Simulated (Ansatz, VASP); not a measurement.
# Two plane-wave programs on HfC

```
CELL_PARAMETERS angstrom
3.26622 0.00000 0.00000
-1.63311 2.82863 0.00000
0.00000 0.00000 5.76652
ATOMIC_POSITIONS crystal
Hf 0.00000 0.00000 0.00000
Hf 0.00000 0.00000 0.50000
C 0.33333 0.66667 0.25000
C 0.66667 0.33333 0.75000
```

Alike in both runs: functional PBE; k mesh 10 × 10 × 6; occupations fermi-dirac, width 0.05 eV; no spin polarisation.

Ansatz relaxed the structure, and its values are those at the end. VASP's run is a single point on that final structure, the one shown.

|  | VASP | Ansatz |
| --- | --- | --- |
| version | VASP 6.6.1 | Ansatz 0.2.0 |
| potentials or method | VASP PAW PBE potentials, release 64 (Hf_pv, C) | PAW with Ansatz's default frozen-core files, scalar-relativistic |
| plane-wave cutoff (eV) | 520 | 420 |
| valence electrons in the cell | 28 | 60 |

|  | VASP | Ansatz | Ansatz less VASP |
| --- | --- | --- | --- |
| pressure (GPa) | -0.8 | 0.0 | +0.76 |

With one functional, cell and mesh, what is left measures potentials, basis and numerics. VASP's potentials hold 28 valence electrons a cell and Ansatz's 60, so a difference there can come from the potentials and not from the codes.

Neither program's run includes spin-orbit coupling.
